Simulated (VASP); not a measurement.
# MgCd2S3 (P3m1) in VASP: further runs, part 2 of 2

VASP 6.6.1.

**3. Single point, PBE**

This run uses another cell than the first one, of 24.99 Å³/atom.

INCAR reads:

```
  ALGO = Normal
  EDIFF = 1E-7
  ENCUT = 520
  GGA = PE
  ISIF = 2
  ISMEAR = 0
  LASPH = True
  LCHARG = False
  LREAL = False
  LWAVE = False
  NBANDS = 31
  NELM = 100
  PREC = Accurate
  SIGMA = 0.1
```

KPOINTS reads:

```
k-points
0
Gamma
  6 6 2
```

POSCAR reads:

```
MgCd2S3
1.0
    4.1377350386      0.0000000000      0.0000000000
   -2.0688675193      3.5833836575      0.0000000000
    0.0000000000      0.0000000000     10.1117753553
Mg Cd S
1 2 3
Direct
    0.6666666667      0.3333333333      0.3312577037
    0.0000000000      0.0000000000      0.0052095208
    0.3333333333      0.6666666667      0.6632336973
    0.3333333333      0.6666666667      0.9164183805
    0.6666666667      0.3333333333      0.5748849761
    0.0000000000      0.0000000000      0.2589957216
```

Potentials or basis: VASP PAW PBE potentials, release 64 (Mg, Cd, S).

Launch:

```
cat potpaw_PBE.64/Mg/POTCAR potpaw_PBE.64/Cd/POTCAR potpaw_PBE.64/S/POTCAR > POTCAR
mpirun -np 1 vasp_std > vasp.out
```

OUTCAR:

```text
EDIFF = 1E-7
   ENCUT = 520
   GGA = PE
   ISIF = 2
   ISMEAR = 0
   LASPH = True
   LREAL = False
   NELM = 100
   PREC = Accurate

 ion  position               nearest neighbor table
   1  0.667  0.333  0.331-   5 2.46   6 2.50   6 2.50   6 2.50
   2  0.000  0.000  0.005-   4 2.55   4 2.55   4 2.55   6 2.57
   3  0.333  0.667  0.663-   5 2.55   5 2.55   5 2.55   4 2.56
   4  0.333  0.667  0.916-   2 2.55   2 2.55   2 2.55   3 2.56
[... 672 lines left out ...]
  --------------------------------------------------------------------------------------
  -------------------------------------------------------------------------------------
  Total        0.2378135      0.2378135      0.2376236      0.0000000      0.0000000      0.0000000
  in kB        2.5413457      2.5413457      2.5393162      0.0000000      0.0000000      0.0000000
  external PRESSURE =       2.5406692 kB  Pullay stress =       0.0000000 kB

 VOLUME and BASIS-vectors are now :
 -----------------------------------------------------------------------------
  energy-cutoff  :      520.00
  volume of cell :      149.93
      direct lattice vectors                 reciprocal lattice vectors
     4.137735039  0.000000000  0.000000000     0.241678114  0.139532924  0.000000000
    -2.068867519  3.583383658  0.000000000     0.000000000  0.279065848  0.000000000
     0.000000000  0.000000000 10.111775355     0.000000000  0.000000000  0.098894602

 POSITION                                       TOTAL-FORCE (eV/Angst)
 -----------------------------------------------------------------------------------
      2.06887      1.19446      3.34960        -0.000000      0.000000      0.004419
      0.00000      0.00000      0.05268         0.000000     -0.000000      0.006869
     -0.00000      2.38892      6.70647        -0.000000     -0.000000      0.008218
     -0.00000      2.38892      9.26662        -0.000000      0.000000     -0.005029
      2.06887      1.19446      5.81311        -0.000000      0.000000     -0.047172
      0.00000      0.00000      2.61891        -0.000000      0.000000      0.032695
 -----------------------------------------------------------------------------------
    total drift:                               -0.000001      0.000000     -0.000355

  FREE ENERGIE OF THE ION-ELECTRON SYSTEM (eV)
  ---------------------------------------------------
  free  energy   TOTEN  =       -20.7359609624 eV

  energy  without entropy=      -20.7359609624  energy(sigma->0) =      -20.73596096
```

OSZICAR:

```text
N       E                     dE             d eps       ncg     rms          rms(c)
DAV:   1     0.282711567987E+03    0.28271E+03   -0.20456E+04   868   0.126E+03
DAV:   2    -0.280332224511E+01   -0.28551E+03   -0.27262E+03  1014   0.296E+02
DAV:   3    -0.221794019021E+02   -0.19376E+02   -0.19268E+02  1051   0.753E+01
DAV:   4    -0.224360397990E+02   -0.25664E+00   -0.25649E+00  1038   0.897E+00
DAV:   5    -0.224405525966E+02   -0.45128E-02   -0.45126E-02  1095   0.117E+00    0.112E+01
DAV:   6    -0.207780363526E+02    0.16625E+01   -0.32880E+00  1178   0.149E+01    0.916E+00
DAV:   7    -0.207335803542E+02    0.44456E-01   -0.12011E+00  1064   0.517E+00    0.453E+00
DAV:   8    -0.207364618846E+02   -0.28815E-02   -0.14050E-01  1010   0.314E+00    0.721E-01
DAV:   9    -0.207350018760E+02    0.14600E-02   -0.23888E-02  1073   0.162E+00    0.247E-01
DAV:  10    -0.207355727413E+02   -0.57087E-03   -0.22130E-03   973   0.398E-01    0.142E-01
DAV:  11    -0.207358873190E+02   -0.31458E-03   -0.42314E-04  1030   0.115E-01    0.647E-02
DAV:  12    -0.207359342525E+02   -0.46933E-04   -0.16074E-04  1092   0.789E-02    0.188E-02
DAV:  13    -0.207359601597E+02   -0.25907E-04   -0.42063E-05  1001   0.373E-02    0.771E-03
DAV:  14    -0.207359601399E+02    0.19760E-07   -0.21050E-06  1098   0.145E-02    0.357E-03
DAV:  15    -0.207359611880E+02   -0.10480E-05   -0.23744E-06   994   0.703E-03    0.480E-03
DAV:  16    -0.207359609952E+02    0.19280E-06   -0.11881E-07   834   0.170E-03    0.197E-03
DAV:  17    -0.207359609624E+02    0.32781E-07   -0.24351E-08   652   0.725E-04
   1 F= -.20735961E+02 E0= -.20735961E+02  d E =-.104682E-10
```

Run time: 2.1 min. Hardware: 1 thread of Intel Xeon 8259CL, shared host; peak memory 0.3 GiB.

Results:

| Item | Value |
| --- | --- |
| Free energy | -20.7360 eV |
| Pressure | 0.3 GPa |
| Largest force | 0.047 eV/Å |
| Band gap on the k mesh | 1.53 eV |

Forces in eV/Å, atoms in the order of the input:
```
Mg   0.000  0.000  0.004
Cd   0.000  0.000  0.007
Cd   0.000  0.000  0.008
S    0.000  0.000 -0.005
S    0.000  0.000 -0.047
S    0.000  0.000  0.033
```

**4. Single point, PBE**

This run uses another cell than the first one: it holds 12 atoms, not 6.

INCAR reads:

```
SYSTEM = MgCd2S3
PREC = Accurate
ENCUT = 520
EDIFF = 1E-6
ISMEAR = 0
SIGMA = 0.1
LREAL = .FALSE.
LASPH = .TRUE.
NELM = 60
ALGO = Normal
ISIF = 2
LWAVE = .FALSE.
LCHARG = .FALSE.
GGA = PE
NBANDS = 56
```

KPOINTS reads:

```
regular mesh
0
G
  6 6 1
  0 0 0
```

POSCAR reads:

```
MgCd2S3
1.0
    4.1392128768      0.0000000000      0.0000000000
   -2.0696064384      3.5846635030      0.0000000000
    0.0000000000      0.0000000000     20.2413891606
Mg Cd S
2 4 6
Direct
    0.6666666667      0.3333333333      0.1656301698
    0.6666666667      0.3333333333      0.6656301698
    0.0000000000      0.0000000000      0.0026342101
    0.0000000000      0.0000000000      0.5026342101
    0.3333333333      0.6666666667      0.3316666278
    0.3333333333      0.6666666667      0.8316666278
    0.3333333333      0.6666666667      0.4582043188
    0.3333333333      0.6666666667      0.9582043188
    0.6666666667      0.3333333333      0.2873893956
    0.6666666667      0.3333333333      0.7873893956
    0.0000000000      0.0000000000      0.1294752780
    0.0000000000      0.0000000000      0.6294752780
```

Launch:

```
cat potpaw_PBE.64/Mg/POTCAR potpaw_PBE.64/Cd/POTCAR potpaw_PBE.64/S/POTCAR > POTCAR
mpirun -np 1 vasp_std > vasp.out
```

Wall time 3.6 min (1 thread of Intel Xeon 8259CL, shared host); peak memory 0.43 GiB.

It converged, with:

| Quantity | Value |
| --- | --- |
| Free energy | -41.4728 eV |
| Pressure | 0.2 GPa |
| Largest force | 0.040 eV/Å |
| Band gap on the k mesh | 1.53 eV |

Forces in eV/Å, atoms in the order of the input:
```
Mg   0.000  0.000  0.005
Mg   0.000  0.000  0.005
Cd   0.000  0.000  0.006
Cd   0.000  0.000  0.006
Cd   0.000  0.000  0.003
Cd   0.000  0.000  0.003
S    0.000  0.000 -0.004
S    0.000  0.000 -0.004
S    0.000  0.000 -0.040
S    0.000  0.000 -0.040
S    0.000  0.000  0.030
S    0.000  0.000  0.030
```

Levels at points of the mesh, in eV from the valence-band top:
| k point | band 42 | band 43 | band 44 | band 45 | band 46 | band 47 |
| --- | --- | --- | --- | --- | --- | --- |
| (0.00, 0.00, 0.00) | -0.05 | 0.00 | 0.00 | 1.53 | 2.42 | 2.75 |
| (0.50, 0.00, 0.00) | -0.85 | -0.74 | -0.68 | 3.28 | 3.53 | 3.97 |

**5. Overview**

```tsv
cell	k mesh	gap on the mesh (eV)	pressure (GPa)	largest force (eV/Å)
a = 4.001, b = 4.001, c = 9.799 Å, angles 90.0, 90.0, 120.0°, 6 atoms, atomic positions A	6 × 6 × 2	1.80	7.5	0.86
a = 4.138, b = 4.138, c = 10.112 Å, angles 90.0, 90.0, 120.0°, 6 atoms, atomic positions B	6 × 6 × 2	1.53	0.3	0.05
a = 4.139, b = 4.139, c = 20.241 Å, angles 90.0, 90.0, 120.0°, 12 atoms, atomic positions C	6 × 6 × 1	1.53	0.2	0.04
```

Alike in all rows: task single point; level PBE; potentials or basis VASP PAW PBE potentials, release 64 (Mg, Cd, S); no spin polarisation; cutoff (eV) 520; smearing gaussian 0.1 eV.

Caveats: the cell stands under pressure (at least some runs).

Absolute energies hang on the potentials; compare differences alone.
